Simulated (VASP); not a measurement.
# SiRu6 in VASP: single point with PBE

Aim: the single point of SiRu6 with PBE.

Program: VASP 6.6.1. These are calculated values, not measurements. Logs are shortened: lines on timing, memory, paths and dates and some standing lists are left out, and cuts for length are marked.

## 1. The cell of the first run

The cell holds a slab with vacuum, 7 atoms: a = 2.720 Å, b = 4.297 Å, c = 20.838 Å, α = 90.00°, β = 90.00°, γ = 90.00°.

## 2. Single point, PBE

File INCAR:

```
SYSTEM = SiRu6
ALGO = Normal ; DIPOL = 0.5 0.5 0.350
EDIFF = 1E-6 ; ENCUT = 520
GGA = PE ; IDIPOL = 3
ISIF = 2 ; ISMEAR = 0
LASPH = .TRUE. ; LCHARG = .FALSE.
LDIPOL = .TRUE. ; LREAL = .FALSE.
LWAVE = .FALSE. ; NBANDS = 53
NELM = 100 ; PREC = Accurate
SIGMA = 0.1
```

File KPOINTS:

```
k-points
0
G
  10 6 1
  0 0 0
```

File POSCAR:

```
SiRu6
1.0
    2.7197977462      0.0000000000      0.0000000000
    0.0000000000      4.2966597640      0.0000000000
    0.0000000000      0.0000000000     20.8383397414
Ru Si
6 1
Direct
    0.0000000000      0.7500000000      0.1919538720
    0.5000000000      0.2500000000      0.2296314409
    0.5000000000      0.7500000000      0.3049865786
    0.0000000000      0.2500000000      0.3407382302
    0.0000000000      0.7500000000      0.4168575075
    0.5000000000      0.2500000000      0.4481326179
    0.5000000000      0.7500000000      0.5163920727
```

Potentials or basis: VASP PAW PBE potentials, release 64 (Ru_pv, Si).

On the command line:

```bash
cat potpaw_PBE.64/Ru_pv/POTCAR potpaw_PBE.64/Si/POTCAR > POTCAR
mpirun -np 1 vasp_std > vasp.out
```

OUTCAR:

```text
SYSTEM = SiRu6
   EDIFF = 1E-6
   ENCUT = 520
   GGA = PE
   ISIF = 2
   ISMEAR = 0
   LASPH = .TRUE.
   LREAL = .FALSE.
   NELM = 100
   PREC = Accurate

 ion  position               nearest neighbor table
   1  0.000  0.750  0.192-   2 2.66   2 2.66   2 2.66   2 2.66   3 2.72   3 2.72
   2  0.500  0.250  0.230-   3 2.66   3 2.66   1 2.66   1 2.66   1 2.66   1 2.66   4 2.69   4 2.69

   3  0.500  0.750  0.305-   4 2.65   4 2.65   4 2.65   4 2.65   2 2.66   2 2.66   5 2.70   5 2.70
                             1 2.72   1 2.72
   4  0.000  0.250  0.341-   6 2.62   6 2.62   3 2.65   3 2.65   3 2.65   3 2.65   5 2.67   5 2.67
                             2 2.69   2 2.69
   5  0.000  0.750  0.417-   7 2.48   7 2.48   6 2.62   6 2.62   6 2.62   6 2.62   4 2.67   4 2.67
                             3 2.70   3 2.70
   6  0.500  0.250  0.448-   7 2.58   7 2.58   4 2.62   4 2.62   5 2.62   5 2.62   5 2.62   5 2.62

   7  0.500  0.750  0.516-   5 2.48   5 2.48   6 2.58   6 2.58

  LATTYP: Found a simple orthorhombic cell.
 ALAT       =     2.7197977462
 B/A-ratio  =     1.5797717937
 C/A-ratio  =     7.6617240273

  Lattice vectors:

 A1 = (   2.7197977462,   0.0000000000,   0.0000000000)
 A2 = (   0.0000000000,   4.2966597640,   0.0000000000)
 A3 = (   0.0000000000,   0.0000000000,  20.8383397414)

Analysis of symmetry for initial positions (statically):
=====================================================================
 Subroutine PRICEL returns:
 Original cell was already a primitive cell.

 Routine SETGRP: Setting up the symmetry group for a
 simple orthorhombic supercell.

 Subroutine GETGRP returns: Found  4 space group operations
 (whereof  2 operations were pure point group operations)
 out of a pool of  8 trial point group operations.

The static configuration has the point symmetry C_1h.
 The point group associated with its full space group is C_2v.

Analysis of symmetry for dynamics (positions and initial velocities):
=====================================================================
 Subroutine PRICEL returns:
 Original cell was already a primitive cell.

 Routine SETGRP: Setting up the symmetry group for a
 simple orthorhombic supercell.

 Subroutine GETGRP returns: Found  4 space group operations
 (whereof  2 operations were pure point group operations)
 out of a pool of  8 trial point group operations.

The dynamic configuration has the point symmetry C_1h.
 The point group associated with its full space group is C_2v.

 Subroutine INISYM returns: Found  4 space group operations
 (whereof  2 operations are pure point group operations),
 and found     1 'primitive' translations

----------------------------------------------------------------------------------------

                                     Primitive cell

  volume of cell :     243.5178

  direct lattice vectors                    reciprocal lattice vectors
     2.719797746  0.000000000  0.000000000     0.367674398  0.000000000  0.000000000
     0.000000000  4.296659764  0.000000000     0.000000000  0.232738931  0.000000000
     0.000000000  0.000000000 20.838339741     0.000000000  0.000000000  0.047988468

  length of vectors
     2.719797746  4.296659764 20.838339741     0.367674398  0.232738931  0.047988468

  position of ions in fractional coordinates (direct lattice)
     0.000000000  0.750000000  0.191953872
     0.500000000  0.250000000  0.229631441
     0.500000000  0.750000000  0.304986579
     0.000000000  0.250000000  0.340738230
     0.000000000  0.750000000  0.416857507
     0.500000000  0.250000000  0.448132618
     0.500000000  0.750000000  0.516392073

  ion indices of the primitive-cell ions
   primitive index   ion index
                 1           1
                 2           2
                 3           3
                 4           4
                 5           5
                 6           6
                 7           7

----------------------------------------------------------------------------------------

 KPOINTS: k-points

Automatic generation of k-mesh.
 Grid dimensions read from file:
 generate k-points for:   10    6    1

 Generating k-lattice:

  Cartesian coordinates                     Fractional coordinates (reciprocal lattice)
     0.036767440  0.000000000  0.000000000     0.100000000  0.000000000  0.000000000
     0.000000000  0.038789822  0.000000000     0.000000000  0.166666667  0.000000000
     0.000000000  0.000000000  0.047988468     0.000000000  0.000000000  1.000000000

  Length of vectors
     0.036767440  0.038789822  0.047988468

  Shift w.r.t. Gamma in fractional coordinates (k-lattice)
     0.000000000  0.000000000  0.000000000

 Subroutine IBZKPT returns following result:
 ===========================================

 Found     24 irreducible k-points:

 Following reciprocal coordinates:
            Coordinates               Weight
  0.000000  0.000000  0.000000      1.000000
  0.100000  0.000000  0.000000      2.000000
  0.200000  0.000000  0.000000      2.000000
  0.300000  0.000000  0.000000      2.000000
  0.400000  0.000000  0.000000      2.000000
  0.500000  0.000000  0.000000      1.000000
[... 16 lines left out ...]
  0.400000  0.500000  0.000000      2.000000
  0.500000  0.500000  0.000000      1.000000
   k-points           NKPTS =     24   k-points in BZ     NKDIM =     24   number of bands    NBANDS=     53
   number of dos      NEDOS =    301   number of ions     NIONS =      7
   total plane-waves  NPLWV = 102400
   dimension x,y,z NGX =    20 NGY =   32 NGZ =  160
   dimension x,y,z NGXF=    40 NGYF=   64 NGZF=  320
   ions per type =               6   1
   NGX,Y,Z   is equivalent  to a cutoff of  12.22, 12.38, 12.76 a.u.
   NGXF,Y,Z  is equivalent  to a cutoff of  24.45, 24.76, 25.53 a.u.
 SYSTEM =  SiRu6
   PREC   = accura    normal or accurate (medium, high low for compatibility)
   ISTART =      0    job   : 0-new  1-cont  2-samecut
   ICHARG =      2    charge: 1-file 2-atom 10-const
   ISPIN  =      1    spin polarized calculation?
   LNONCOLLINEAR =      F non collinear calculations
   LSORBIT =      F    spin-orbit coupling
   LASPH  =      T    aspherical Exc in radial PAW
   ENCUT  =  520.0 eV  38.22 Ry    6.18 a.u.   5.06  7.99 38.75*2*pi/ulx,y,z
   NELM   =    100;   NELMIN=  2; NELMDL= -5     # of ELM steps
   EDIFF  = 0.1E-05   stopping-criterion for ELM
   LREAL  =      F    real-space projection
   EDIFFG = 0.1E-04   stopping-criterion for IOM
   NSW    =      0    number of steps for IOM
   IBRION =     -1    ionic relax: 0-MD 1-quasi-New 2-CG
   NFREE  =      0    steps in history (QN), initial steepest desc. (CG)
   ISIF   =      2    stress and relaxation
   ISYM   =      2    0-nonsym 1-usesym 2-fastsym
   POTIM  = 0.5000    time-step for ionic-motion
   TEBEG  =    0.0;   TEEND  =   0.0 temperature during run
   PSTRESS=    0.0 pullay stress
   NELECT =      88.0000    total number of electrons
   NUPDOWN=      -1.0000    fix difference up-down
   EMIN   =  10.00;   EMAX   =-10.00  energy-range for DOS
   EFERMI =   0.00;   METHOD = LEGACY
   ISMEAR =     0;   SIGMA  =   0.10  broadening in eV -4-tet -1-fermi 0-gaus
   EFERMI_NEDOS =   21; number of points for ismear=-14 and -15
   IALGO  =     38    algorithm
   IMIX   =      4    mixing-type and parameters
     AMIX     =   0.40;   BMIX     =  1.00
     AMIX_MAG =   1.60;   BMIX_MAG =  1.00
  volume/ion in A,a.u.               =      34.79       234.76
  Fermi-wavevector in a.u.,A,eV,Ry     =   1.166072  2.203557 18.500178  1.359725
  Thomas-Fermi vector in A             =   2.302590
   LORBIT       =      0    0 simple, 1 ext, 2 COOP (PROOUT), +10 PAW based schemes
   GGA     = PE    functional components
   LHFCALC =     F    Hartree Fock is set to
   AEXX    =    0.0000 exact exchange contribution
   IVDW    =     0    specifies the selected vdW correction
   LEPSILON=     F    determine dielectric tensor
   LRPA    =     F    only Hartree local field effects (RPA)
 non-spin polarized calculation
 Gauss-broadening in eV      SIGMA  =   0.10
  energy-cutoff  :      520.00
  volume of cell :      243.52
 maximum number of plane-waves:      6614
   NGX = 11   NGY = 15   NGZ = 77

 dipolmoment           0.000000      0.000000     -0.019032 electrons x Angstroem

 number of electron      88.0000041 magnetization

 dipolmoment           0.000000      0.000000      0.029743 electrons x Angstroem

 Free energy of the ion-electron system (eV)
  ---------------------------------------------------
  ext. energy  EPLUGINS =         0.00000000
  ---------------------------------------------------
  free energy    TOTEN  =       -57.73811295 eV

  energy without entropy =      -57.70100755  energy(sigma->0) =      -57.71956025

 E-fermi :   1.9134     XC(G=0):  -6.3572

 val. band max:        1.8910884120   @ k =   0.2000   0.5000   0.0000
 cond. band min:       1.9311958544   @ k =   0.5000   0.5000   0.0000
 fundamental gap:      0.0401074423
 Fermi energy:         1.9133847015

 k-point     1 :       0.0000    0.0000    0.0000
  band No.  band energies     occupation
      1     -41.7051      2.00000
      2     -41.4656      2.00000
      3     -41.4175      2.00000
      4     -41.3239      2.00000
      5     -41.2267      2.00000
      6     -41.0841      2.00000
[... 45 lines left out ...]
     52       3.7500      0.00000
     53       3.8333      0.00000

 k-point     2 :       0.1000    0.0000    0.0000
  band No.  band energies     occupation
      1     -41.6809      2.00000
      2     -41.4531      2.00000
      3     -41.3960      2.00000
      4     -41.3180      2.00000
      5     -41.2070      2.00000
      6     -41.1350      2.00000
[... 45 lines left out ...]
     52       3.6418      0.00000
     53       4.3863      0.00000
[... 1174 lines left out ...]
     52       4.4751      0.00000
     53       4.6270      0.00000

 k-point    24 :       0.5000    0.5000    0.0000
  band No.  band energies     occupation
      1     -41.6909      2.00000
      2     -41.6308      2.00000
      3     -41.5387      2.00000
      4     -41.5348      2.00000
      5     -41.3539      2.00000
      6     -41.3190      2.00000
[... 45 lines left out ...]
     52       4.7187      0.00000
     53       4.7537      0.00000

------------------------ aborting loop because EDIFF is reached ----------------------------------------

 vacuum level on the upper side and lower side of the slab       (xc-potential included)         0.023        -0.408

  FORCE on cell =-STRESS in cart. coord.  units (eV):
  Direction    XX          YY          ZZ          XY          YZ          ZX
  --------------------------------------------------------------------------------------
  -------------------------------------------------------------------------------------
  Total       -0.5684976     -2.6452761      0.6920428      0.0000000      0.0000000      0.0000000
  in kB       -3.7403183    -17.4040732      4.5531596      0.0000000      0.0000000      0.0000000
  external PRESSURE =      -5.5304106 kB  Pullay stress =       0.0000000 kB

 VOLUME and BASIS-vectors are now :
 -----------------------------------------------------------------------------
  energy-cutoff  :      520.00
  volume of cell :      243.52
      direct lattice vectors                 reciprocal lattice vectors
     2.719797746  0.000000000  0.000000000     0.367674398  0.000000000  0.000000000
     0.000000000  4.296659764  0.000000000     0.000000000  0.232738931  0.000000000
     0.000000000  0.000000000 20.838339741     0.000000000  0.000000000  0.047988468

 POSITION                                       TOTAL-FORCE (eV/Angst)
 -----------------------------------------------------------------------------------
      0.00000      3.22249      4.00000         0.000000      0.000000      0.924510
      1.35990      1.07416      4.78514         0.000000      0.000000     -0.531991
      1.35990      3.22249      6.35541         0.000000      0.000000     -0.840023
      0.00000      1.07416      7.10042         0.000000      0.000000     -0.088896
      0.00000      3.22249      8.68662         0.000000      0.000000     -0.908222
      1.35990      1.07416      9.33834         0.000000      0.000000      1.455301
      1.35990      3.22249     10.76075         0.000000      0.000000     -0.010680
 -----------------------------------------------------------------------------------
    total drift:                                0.000000      0.000000      0.000629

  FREE ENERGIE OF THE ION-ELECTRON SYSTEM (eV)
  ---------------------------------------------------
  free  energy   TOTEN  =       -57.7381129512 eV

  energy  without entropy=      -57.7010075546  energy(sigma->0) =      -57.71956025

 vacuum level on the upper side and lower side of the slab         6.915         6.474
```

Run time: 5.4 min. Hardware: 1 thread of Intel Xeon 6975P-C (Granite Rapids), shared host; peak memory 0.43 GiB.

Results:

| Property | Result |
| --- | --- |
| Free energy | -57.7381 eV |
| Largest force | 1.455 eV/Å |
| Band gap on the k mesh | zero (bands 44 and 45 overlap by 1.56 eV) |

Forces on the atoms (eV/Å):
```
Ru   0.000  0.000  0.925
Ru   0.000  0.000 -0.532
Ru   0.000  0.000 -0.840
Ru   0.000  0.000 -0.089
Ru   0.000  0.000 -0.908
Ru   0.000  0.000  1.455
Si   0.000  0.000 -0.011
```

Levels at points of the mesh, in eV from the Fermi level:
| k point | band 42 | band 43 | band 44 | band 45 | band 46 | band 47 |
| --- | --- | --- | --- | --- | --- | --- |
| (0.00, 0.00, 0.00) | -1.24 | -0.92 | -0.89 | -0.70 | -0.12 | 0.26 |
| (0.50, 0.00, 0.00) | 0.06 | 0.12 | 0.71 | 1.23 | 1.26 | 1.31 |
| (0.00, 0.50, 0.00) | -0.91 | -0.76 | -0.13 | 0.17 | 0.24 | 0.43 |
| (0.50, 0.50, 0.00) | 0.03 | 0.19 | 0.57 | 0.90 | 1.13 | 1.23 |

The gap in the log of VASP goes by the Fermi energy; the results here count the filled bands.